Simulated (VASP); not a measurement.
The system is Na3SF.

```
Na S F
1.0
     4.61073    0.00000    0.00000
     0.00000    4.61073    0.00000
     0.00000    0.00000    4.61073
Na S F
3 1 1
Direct
  0.50000 0.00000 0.00000
  0.00000 0.50000 0.00000
  0.00000 0.00000 0.50000
  0.50000 0.50000 0.50000
  0.00000 0.00000 0.00000
```

| Quantity | Value |
| --- | --- |
| Program | VASP 6.6.1 |
| Task | relaxation of cell and atoms |
| Functional | PBE |
| Potentials or basis | VASP PAW PBE potentials, release 64 (Na_pv, S, F) |
| Cutoff | 600 eV |
| k mesh | 6 × 6 × 6 |
| Occupations | gaussian, width 0.02 eV |
| Spin | no spin polarisation |

At the start: pressure -3.0 GPa; volume 19.60 Å³/atom.

Problem. Where does the relaxation end?

Solution. Over 4 steps the energy falls by 20.5 meV/atom and the volume is 17.63 Å³/atom (-10.1 %); space group Pm-3m (No. 221, to 0.1 Å) before and after.

Step by step:
```tsv
step	energy change (eV)	largest force (eV/Å)	pressure (GPa)	volume (Å³)
1	0.0000	0.0000	-3.02	98.02
2	-0.0768	0.0000	-1.64	92.87
3	-0.1015	0.0000	-0.37	89.13
4	-0.1027	0.0000	0.02	88.13
```

Final structure:
```
CELL_PARAMETERS angstrom
4.45011 0.00000 0.00000
0.00000 4.45011 0.00000
0.00000 0.00000 4.45011
ATOMIC_POSITIONS crystal
Na 0.50000 0.00000 0.00000
Na 0.00000 0.50000 0.00000
Na 0.00000 0.00000 0.50000
S 0.50000 0.50000 0.50000
F 0.00000 0.00000 0.00000
```
